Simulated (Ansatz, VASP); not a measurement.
## One calculation of HfMg2C2, two programs

```
CELL_PARAMETERS angstrom
3.37127 0.00000 0.00000
-1.68564 2.91961 0.00000
0.00000 0.00000 7.62954
ATOMIC_POSITIONS crystal
Mg 0.33333 0.66667 0.81033
Mg 0.66667 0.33333 0.18967
Hf 0.00000 0.00000 0.50000
C 0.33333 0.66667 0.33094
C 0.66667 0.33333 0.66906
```

Alike in both runs: task relaxation of cell and atoms; functional PBE; k mesh 12 × 12 × 6; occupations gaussian, width 0.1 eV; no spin polarisation.

```csv
,VASP,Ansatz
version,VASP 6.6.1,Ansatz 0.2.0
potentials or method,"VASP PAW PBE potentials, release 64 (Mg, Hf_pv, C), cutoff 600 eV","scalar-relativistic, plane waves, PAW"
valence electrons in the cell,22,54
```

Ansatz gave:

```
gap on the k mesh at the Fermi level, each at its own relaxed structure (eV) : none
relaxed volume (Å³/atom)                                                     : 14.40
relaxed cell length with the largest relative difference (Å)                 : 7.099
```

**Question.** Estimate VASP's values.

**Answer.** gap on the k mesh at the Fermi level, each at its own relaxed structure (eV): none; relaxed volume (Å³/atom): 14.32; relaxed cell length with the largest relative difference (Å): 7.068.

A gap of «none» marks a metal or a gap that the smearing closes. VASP's potentials hold 22 valence electrons a cell and Ansatz's 54, so a difference there can come from the potentials and not from the codes.

Neither program's run includes spin-orbit coupling.
